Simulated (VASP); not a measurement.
Write the native input for VASP 6.6.1 that does the following.

| Quantity | Value |
| --- | --- |
| Task | single point |
| Functional | LDA |
| Potentials or basis | VASP PAW LDA potentials, release 64 (B, W_sv) |
| Cutoff | 520 eV |
| k mesh | 14 × 14 × 12 |
| Occupations | fermi-dirac, width 0.05 eV |
| Spin | no spin polarisation |
| Dipole correction | no |
| Further INCAR settings | ALGO = Normal; EDIFF = 1e-06; NBANDS = 17 |

The structure of B2W lies in POSCAR:

```
B2W
1.0
    2.9791855871      0.0000000000      0.0000000000
   -1.4895927936      2.5800504010      0.0000000000
    0.0000000000      0.0000000000      3.0087787307
B W
2 1
Direct
    0.3333333333      0.6666666667      0.5000000000
    0.6666666667      0.3333333333      0.5000000000
    0.0000000000      0.0000000000      0.0000000000
```

One way to write it, as run:

INCAR

```
PREC = Accurate
ENCUT = 520
EDIFF = 1E-6
ISMEAR = -1
SIGMA = 0.05
LREAL = F
LASPH = T
NELM = 80
ALGO = Normal
ISIF = 2
LWAVE = F
LCHARG = F
GGA = CA
NBANDS = 17
```

KPOINTS

```
regular mesh
0
Gamma
  14 14 12
```

Potentials or basis: VASP PAW LDA potentials, release 64 (B, W_sv).

The run is started by

```sh
$ cat potpaw_LDA.64/B/POTCAR potpaw_LDA.64/W_sv/POTCAR > POTCAR
$ mpirun -np 1 vasp_std > vasp.out
```

Results of the run:

```json
{
  "Pressure": "44.4 GPa",
  "Band gap on the k mesh": "zero (bands 10 and 11 overlap by 5.05 eV)"
}
```

Caveat: the cell stands under pressure; spin-orbit coupling is left out, which moves the levels of the heavy elements.

Run time: 49 s on 1 thread of Intel Xeon 8259CL, on a shared host, peak memory 0.18 GiB.
